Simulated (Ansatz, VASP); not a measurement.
## One calculation of B, two programs

The input POSCAR:

```
B
1.0
    1.8852400000      0.0000000000      0.0000000000
    0.0000000000      1.8852400000      0.0000000000
    0.0000000000      0.0000000000      1.8852400000
B
1
Direct
    0.5000000000      0.5000000000      0.5000000000
```

Contents of INCAR.step1:

```
ALGO     = Normal         # electronic algorithm
EDIFF    = 1E-5           # SCF threshold, eV
ENCUT    = 600            # plane-wave cutoff, eV
GGA      = PE             # functional
ISMEAR   = -1             # smearing method
LASPH    = T              # aspherical terms in the spheres
LCHARG   = F              # write CHGCAR
LREAL    = F              # projectors in reciprocal space
LWAVE    = T              # write WAVECAR
NBANDS   = 8              # bands
NELM     = 80             # most SCF steps
PREC     = Accurate       # precision mode
SIGMA    = 0.05           # smearing width, eV
```

File INCAR.step2:

```
AEXX     = 0.2            # exact-exchange fraction
AGGAC    = 0.81         
AGGAX    = 0.72         
ALDAC    = 0.19         
ALGO     = Normal         # electronic algorithm
EDIFF    = 1E-6           # SCF threshold, eV
EDIFFG   = -0.01          # ionic threshold
ENCUT    = 600            # plane-wave cutoff, eV
GGA      = B3             # functional
IBRION   = 2              # ionic algorithm
ISIF     = 3              # what is computed and relaxed
ISMEAR   = -1             # smearing method
ISTART   = 1            
LASPH    = T              # aspherical terms in the spheres
LCHARG   = F              # write CHGCAR
LHFCALC  = T              # exact exchange
LREAL    = F              # projectors in reciprocal space
LWAVE    = F              # write WAVECAR
NELM     = 80             # most SCF steps
NSW      = 60             # ionic steps
PREC     = Accurate       # precision mode
PRECFOCK = Normal       
SIGMA    = 0.05           # smearing width, eV
```

KPOINTS

```
k-points
0
Gamma
  7 7 7
```

input

```
crystal:
  lattice:
    - [1.88524, 0.0, 0.0]
    - [0.0, 1.88524, 0.0]
    - [0.0, 0.0, 1.88524]
  atoms:
    - { symbol: B, position: [0.5, 0.5, 0.5] }
hamiltonian:
  xc: b3lyp
  pseudopotentials: { kind: paw }
kpoints:
  mp_grid: { grid: [7, 7, 7] }
scf:
  occupations: { method: fermi_dirac, width: 0.05 }
output:
  forces: true
  stress: true
  eigenvalues: true
  write_density: true
  write_potential: true
  elf: true
  volumetric_format: npy
relax:
  f_tol: 0.01
  max_steps: 40
  cell: { stress_tol: 0.05 }
```

Alike in both runs: task relaxation of cell and atoms; functional B3LYP; k mesh 7 × 7 × 7; occupations fermi-dirac, width 0.05 eV; no spin polarisation.

|  | VASP | Ansatz |
| --- | --- | --- |
| version | VASP 6.6.1 | Ansatz 0.2.0 |
| potentials or method | VASP PAW PBE potentials, release 64 (B) | Ansatz PAW |
| plane-wave cutoff (eV) | 600 | 420 |
| valence electrons in the cell | 3 | 3 |

|  | VASP | Ansatz | Ansatz less VASP |
| --- | --- | --- | --- |
| gap on the k mesh at the Fermi level, each at its own relaxed structure (eV) | none | none | - |
| relaxed volume (Å³/atom) | 6.73 | 6.73 | +0.001 |
| relaxed length of the cell vector where the two differ most in proportion (Å) | 1.888 | 1.888 | +0.0001 |

VASP's potentials were made for PBE, not for B3LYP. A gap of «none» marks a metal or a gap that the smearing closes.

The k mesh is coarse, so the values compare programs but aren't converged. Noted on Ansatz's run: the plane-wave basis is chosen anew once the cell has moved, so the energies of steps on either side of that aren't comparable.
